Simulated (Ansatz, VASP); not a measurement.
TiO2 in VASP and in Ansatz

```xyz
6
Lattice="-1.8921 1.8921 4.7573 1.8921 -1.8921 4.7573 1.8921 1.8921 -4.7573" Properties=species:S:1:pos:R:3 pbc="T T T"
Ti    0.0000    0.0000    0.0000
Ti    0.0000    1.8921    2.3786
O     0.0000    0.0000    1.9800
O     0.0000    1.8921    4.3586
O     0.0000    1.8921    0.3987
O     0.0000    0.0000    7.5346
```

Alike in both runs: task single point; functional r2SCAN; k mesh 8 × 8 × 8; occupations gaussian, width 0.02 eV; no spin polarisation.

|  | VASP | Ansatz |
| --- | --- | --- |
| version | VASP 6.6.1 | Ansatz 0.2.0 |
| potentials or method | VASP PAW PBE potentials, release 64 (Ti_sv, O), cutoff 520 eV | scalar-relativistic, plane waves, PAW |
| valence electrons in the cell | 48 | 48 |

```tsv
	VASP	Ansatz	Ansatz less VASP
gap on the k mesh at the Fermi level (eV)	2.57	2.55	-0.021
least direct gap on the mesh (eV)	2.89	2.86	-0.028
pressure (GPa)	1.8	0.5	-1.23
traceless stress, the component that is largest in VASP (GPa)	0.50	0.59	+0.087
rms of the force components (eV/Å)	0.018	0.005	-0.0135
```

VASP's potentials were made for PBE, not for r2SCAN. Atom by atom the forces differ by 0.013 eV/Å (rms over components). The functional is the same, so the differences come from potentials, cutoffs and numerics.
